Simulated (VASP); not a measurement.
# CdCu3Mo (P4mm) in VASP: notebook, part 2 of 2

VASP 6.6.1.

## (4) Single point, PBE

INCAR reads:

```
  PREC = Accurate
  ENCUT = 520
  EDIFF = 1E-6
  ISMEAR = 0
  SIGMA = 0.1
  LREAL = False
  LASPH = True
  NELM = 100
  ALGO = Fast
  ISIF = 2
  LWAVE = False
  LCHARG = False
  GGA = PE
  NBANDS = 38
```

KPOINTS reads:

```
regular mesh
0
Gamma
  12 12 4
```

POSCAR reads:

```
CdCu3Mo
1.0
    2.6579316870      0.0000000000      0.0000000000
    0.0000000000      2.6579316870      0.0000000000
    0.0000000000      0.0000000000     10.7088680724
Cd Cu Mo
1 3 1
Direct
    0.5000000000      0.5000000000      0.3043372619
    0.0000000000      0.0000000000      0.5063424214
    0.0000000000      0.0000000000      0.7306163163
    0.0000000000      0.0000000000      0.1009470576
    0.5000000000      0.5000000000      0.9158466831
```

Potentials or basis: VASP PAW PBE potentials, release 64 (Cd, Cu, Mo_sv).

The run is started by

```bash
$ cat potpaw_PBE.64/Cd/POTCAR potpaw_PBE.64/Cu/POTCAR potpaw_PBE.64/Mo_sv/POTCAR > POTCAR
$ mpirun -np 1 vasp_std > vasp.out
```

OUTCAR:

```text
PREC = Accurate
   ENCUT = 520
   EDIFF = 1E-6
   ISMEAR = 0
   LREAL = False
   LASPH = True
   NELM = 100
   ISIF = 2
   GGA = PE

 ion  position               nearest neighbor table
   1  0.500  0.500  0.304-   2 2.87   2 2.87   2 2.87   2 2.87   4 2.88   4 2.88   4 2.88   4 2.88

   2  0.000  0.000  0.506-   3 2.40   1 2.87   1 2.87   1 2.87   1 2.87
   3  0.000  0.000  0.731-   2 2.40   5 2.73   5 2.73   5 2.73   5 2.73
   4  0.000  0.000  0.101-   5 2.73   5 2.73   5 2.73   5 2.73   1 2.88   1 2.88   1 2.88   1 2.88

   5  0.500  0.500  0.916-   4 2.73   4 2.73   4 2.73   4 2.73   3 2.73   3 2.73   3 2.73   3 2.73

  LATTYP: Found a simple tetragonal cell.
 ALAT       =     2.6579316870
 C/A-ratio  =     4.0290230651

  Lattice vectors:

 A1 = (   2.6579316870,   0.0000000000,   0.0000000000)
 A2 = (   0.0000000000,   2.6579316870,   0.0000000000)
 A3 = (   0.0000000000,   0.0000000000,  10.7088680724)

Analysis of symmetry for initial positions (statically):
=====================================================================
 Subroutine PRICEL returns:
 Original cell was already a primitive cell.

 Routine SETGRP: Setting up the symmetry group for a
 simple tetragonal supercell.

 Subroutine GETGRP returns: Found  8 space group operations
 (whereof  8 operations were pure point group operations)
 out of a pool of 16 trial point group operations.

The static configuration has the point symmetry C_4v.

Analysis of symmetry for dynamics (positions and initial velocities):
=====================================================================
 Subroutine PRICEL returns:
 Original cell was already a primitive cell.

 Routine SETGRP: Setting up the symmetry group for a
 simple tetragonal supercell.

 Subroutine GETGRP returns: Found  8 space group operations
 (whereof  8 operations were pure point group operations)
 out of a pool of 16 trial point group operations.

The dynamic configuration has the point symmetry C_4v.

 Subroutine INISYM returns: Found  8 space group operations
 (whereof  8 operations are pure point group operations),
 and found     1 'primitive' translations

----------------------------------------------------------------------------------------

                                     Primitive cell

  volume of cell :      75.6539

  direct lattice vectors                    reciprocal lattice vectors
     2.657931687  0.000000000  0.000000000     0.376232393  0.000000000  0.000000000
     0.000000000  2.657931687  0.000000000     0.000000000  0.376232393  0.000000000
     0.000000000  0.000000000 10.708868072     0.000000000  0.000000000  0.093380551

  length of vectors
     2.657931687  2.657931687 10.708868072     0.376232393  0.376232393  0.093380551

  position of ions in fractional coordinates (direct lattice)
     0.500000000  0.500000000  0.304337262
     0.000000000  0.000000000  0.506342421
     0.000000000  0.000000000  0.730616316
     0.000000000  0.000000000  0.100947058
     0.500000000  0.500000000  0.915846683

  ion indices of the primitive-cell ions
   primitive index   ion index
                 1           1
                 2           2
                 3           3
                 4           4
                 5           5

----------------------------------------------------------------------------------------

 KPOINTS: regular mesh

Automatic generation of k-mesh.
 Grid dimensions read from file:
 generate k-points for:   12   12    4

 Generating k-lattice:

  Cartesian coordinates                     Fractional coordinates (reciprocal lattice)
     0.031352699  0.000000000  0.000000000     0.083333333  0.000000000  0.000000000
     0.000000000  0.031352699  0.000000000     0.000000000  0.083333333  0.000000000
     0.000000000  0.000000000  0.023345138     0.000000000  0.000000000  0.250000000

  Length of vectors
     0.031352699  0.031352699  0.023345138

  Shift w.r.t. Gamma in fractional coordinates (k-lattice)
     0.000000000  0.000000000  0.000000000

 Subroutine IBZKPT returns following result:
 ===========================================

 Found     84 irreducible k-points:

 Following reciprocal coordinates:
            Coordinates               Weight
  0.000000  0.000000  0.000000      1.000000
  0.083333  0.000000  0.000000      4.000000
  0.166667  0.000000  0.000000      4.000000
  0.250000  0.000000  0.000000      4.000000
  0.333333  0.000000  0.000000      4.000000
  0.416667  0.000000  0.000000      4.000000
[... 16 lines left out ...]
  0.333333  0.333333  0.000000      4.000000
  0.416667  0.333333  0.000000      8.000000
 [... further k-points ...]
   k-points           NKPTS =     84   k-points in BZ     NKDIM =     84   number of bands    NBANDS=     38
   number of dos      NEDOS =    301   number of ions     NIONS =      5
   total plane-waves  NPLWV =  32000
   dimension x,y,z NGX =    20 NGY =   20 NGZ =   80
   dimension x,y,z NGXF=    40 NGYF=   40 NGZF=  160
   ions per type =               1   3   1
   NGX,Y,Z   is equivalent  to a cutoff of  12.51, 12.51, 12.42 a.u.
   NGXF,Y,Z  is equivalent  to a cutoff of  25.02, 25.02, 24.84 a.u.
 SYSTEM =  unknown system
   PREC   = accura    normal or accurate (medium, high low for compatibility)
   ISTART =      0    job   : 0-new  1-cont  2-samecut
   ICHARG =      2    charge: 1-file 2-atom 10-const
   ISPIN  =      1    spin polarized calculation?
   LNONCOLLINEAR =      F non collinear calculations
   LSORBIT =      F    spin-orbit coupling
   LASPH  =      T    aspherical Exc in radial PAW
   ENCUT  =  520.0 eV  38.22 Ry    6.18 a.u.   4.94  4.94 19.91*2*pi/ulx,y,z
   NELM   =    100;   NELMIN=  2; NELMDL= -5     # of ELM steps
   EDIFF  = 0.1E-05   stopping-criterion for ELM
   LREAL  =      F    real-space projection
   EDIFFG = 0.1E-04   stopping-criterion for IOM
   NSW    =      0    number of steps for IOM
   IBRION =     -1    ionic relax: 0-MD 1-quasi-New 2-CG
   NFREE  =      0    steps in history (QN), initial steepest desc. (CG)
   ISIF   =      2    stress and relaxation
   ISYM   =      2    0-nonsym 1-usesym 2-fastsym
   POTIM  = 0.5000    time-step for ionic-motion
   TEBEG  =    0.0;   TEEND  =   0.0 temperature during run
   PSTRESS=    0.0 pullay stress
   NELECT =      59.0000    total number of electrons
   NUPDOWN=      -1.0000    fix difference up-down
   EMIN   =  10.00;   EMAX   =-10.00  energy-range for DOS
   EFERMI =   0.00;   METHOD = LEGACY
   ISMEAR =     0;   SIGMA  =   0.10  broadening in eV -4-tet -1-fermi 0-gaus
   EFERMI_NEDOS =   21; number of points for ismear=-14 and -15
   IALGO  =     68    algorithm
   IMIX   =      4    mixing-type and parameters
     AMIX     =   0.40;   BMIX     =  1.00
     AMIX_MAG =   1.60;   BMIX_MAG =  1.00
  volume/ion in A,a.u.               =      15.13       102.11
  Fermi-wavevector in a.u.,A,eV,Ry     =   1.506891  2.847611 30.895018  2.270720
  Thomas-Fermi vector in A             =   2.617549
   LORBIT       =      0    0 simple, 1 ext, 2 COOP (PROOUT), +10 PAW based schemes
   GGA     = PE    functional components
   LHFCALC =     F    Hartree Fock is set to
   AEXX    =    0.0000 exact exchange contribution
   IVDW    =     0    specifies the selected vdW correction
   LEPSILON=     F    determine dielectric tensor
   LRPA    =     F    only Hartree local field effects (RPA)
 non-spin polarized calculation
 RMM-DIIS sequential band-by-band and
 Gauss-broadening in eV      SIGMA  =   0.10
  energy-cutoff  :      520.00
  volume of cell :       75.65
 maximum number of plane-waves:      2064
 NGX is ok and might be reduce to    20
   NGX =  9   NGY =  9   NGZ = 39

 number of electron      59.0000076 magnetization

 Free energy of the ion-electron system (eV)
  ---------------------------------------------------
  ext. energy  EPLUGINS =         0.00000000
  ---------------------------------------------------
  free energy    TOTEN  =       -21.28621412 eV

  energy without entropy =      -21.27367427  energy(sigma->0) =      -21.27994419

 E-fermi :   6.7587     XC(G=0): -12.1365

 val. band max:        6.7375428178   @ k =   0.3333   0.2500   0.5000
 cond. band min:       6.7651269298   @ k =   0.5000   0.0833   0.0000
 fundamental gap:      0.0275841119
 Fermi energy:         6.7587294398

 k-point     1 :       0.0000    0.0000    0.0000
  band No.  band energies     occupation
      1     -54.2737      2.00000
      2     -28.3716      2.00000
      3     -27.7007      2.00000
      4     -27.7007      2.00000
      5      -4.0943      2.00000
      6      -3.6176      2.00000
[... 973 lines left out ...]
     37      12.8156      0.00000
     38      14.1347      0.00000

 [... further k-points ...]
[... 5 lines left out ...]
  --------------------------------------------------------------------------------------
  -------------------------------------------------------------------------------------
  Total        0.2909596      0.2909596      0.2857878      0.0000000      0.0000000      0.0000000
  in kB        6.1618628      6.1618628      6.0523365      0.0000000      0.0000000      0.0000000
  external PRESSURE =       6.1253540 kB  Pullay stress =       0.0000000 kB

 VOLUME and BASIS-vectors are now :
 -----------------------------------------------------------------------------
  energy-cutoff  :      520.00
  volume of cell :       75.65
      direct lattice vectors                 reciprocal lattice vectors
     2.657931687  0.000000000  0.000000000     0.376232393  0.000000000  0.000000000
     0.000000000  2.657931687  0.000000000     0.000000000  0.376232393  0.000000000
     0.000000000  0.000000000 10.708868072     0.000000000  0.000000000  0.093380551

 POSITION                                       TOTAL-FORCE (eV/Angst)
 -----------------------------------------------------------------------------------
      1.32897      1.32897      3.25911        -0.000000     -0.000000     -0.001204
      0.00000      0.00000      5.42235        -0.000000     -0.000000      0.016061
      0.00000      0.00000      7.82407        -0.000000      0.000000     -0.012186
      0.00000      0.00000      1.08103        -0.000000     -0.000000     -0.003712
      1.32897      1.32897      9.80768         0.000000     -0.000000      0.001041
 -----------------------------------------------------------------------------------
    total drift:                                0.000000      0.000000     -0.000460

  FREE ENERGIE OF THE ION-ELECTRON SYSTEM (eV)
  ---------------------------------------------------
  free  energy   TOTEN  =       -21.2862141195 eV

  energy  without entropy=      -21.2736742691  energy(sigma->0) =      -21.27994419
```

OSZICAR:

```text
N       E                     dE             d eps       ncg     rms          rms(c)
DAV:   1     0.674410168948E+03    0.67441E+03   -0.28197E+04  6592   0.231E+03
DAV:   2     0.426836275450E+02   -0.63173E+03   -0.60632E+03  6480   0.517E+02
DAV:   3    -0.231514526661E+02   -0.65835E+02   -0.61076E+02  7432   0.197E+02
DAV:   4    -0.258492905431E+02   -0.26978E+01   -0.26592E+01  9694   0.459E+01
[... 10 lines left out ...]
RMM:  15    -0.212862059947E+02   -0.21507E-03   -0.29947E-03  9009   0.350E-01    0.360E-02
RMM:  16    -0.212862156212E+02   -0.96265E-05   -0.22818E-04  8689   0.894E-02    0.195E-02
RMM:  17    -0.212862136619E+02    0.19593E-05   -0.37075E-05  6856   0.609E-02    0.943E-03
RMM:  18    -0.212862139482E+02   -0.28626E-06   -0.15411E-05  7200   0.297E-02    0.173E-03
RMM:  19    -0.212862141195E+02   -0.17130E-06   -0.23064E-06  5071   0.102E-02
   1 F= -.21286214E+02 E0= -.21279944E+02  d E =-.125399E-01
```

stdout:

```text
POSCAR found type information on POSCAR CdCuMo
 POSCAR found :  3 types and       5 ions
 scaLAPACK will be used
 LDA part: xc-table for (Slater+PW92), standard interpolation
 POSCAR, INCAR and KPOINTS ok, starting setup
 FFT: planning ... GRIDC
 FFT: planning ... GRID_SOFT
 FFT: planning ... GRID
 WAVECAR not read
 entering main loop
```

Run time: 4 min. Hardware: 1 thread of Intel Xeon 6975P-C, shared host; peak memory 0.34 GiB.

Results:

- Free energy: -21.2862 eV
- Pressure: 0.6 GPa
- Largest force: 0.016 eV/Å

Forces in eV/Å, atoms in the order of the input:
```
Cd   0.000  0.000 -0.001
Cu   0.000  0.000  0.016
Cu   0.000  0.000 -0.012
Cu   0.000  0.000 -0.004
Mo   0.000  0.000  0.001
```

## (5) Overview

```csv
task,cell,k mesh,cutoff (eV),smearing,gap on the mesh (eV),pressure (GPa),largest force (eV/Å)
single point,"a = 2.658, b = 2.658, c = 10.709 Å, 5 atoms",8 × 8 × 2,520,gaussian 0.2 eV,none,0.8,0.03
relaxation of cell and atoms,"relaxed from a = 3.609, b = 3.609, c = 6.536 Å, 5 atoms",5 × 5 × 3,600,gaussian 0.2 eV,none,-0.6,0.05
single point,"a = 2.658, b = 2.658, c = 10.709 Å, 5 atoms",12 × 12 × 4,520,gaussian 0.1 eV,none,0.6,0.02
```

Alike in all rows: level PBE; potentials or basis VASP PAW PBE potentials, release 64 (Cd, Cu, Mo_sv); no spin polarisation.

Caveats: the relaxation stopped at a loose force limit of 0.08 eV/Å, so its end isn't a converged minimum (some runs).

Total energies depend on the potentials used, so only differences within one code and one set of settings carry meaning.
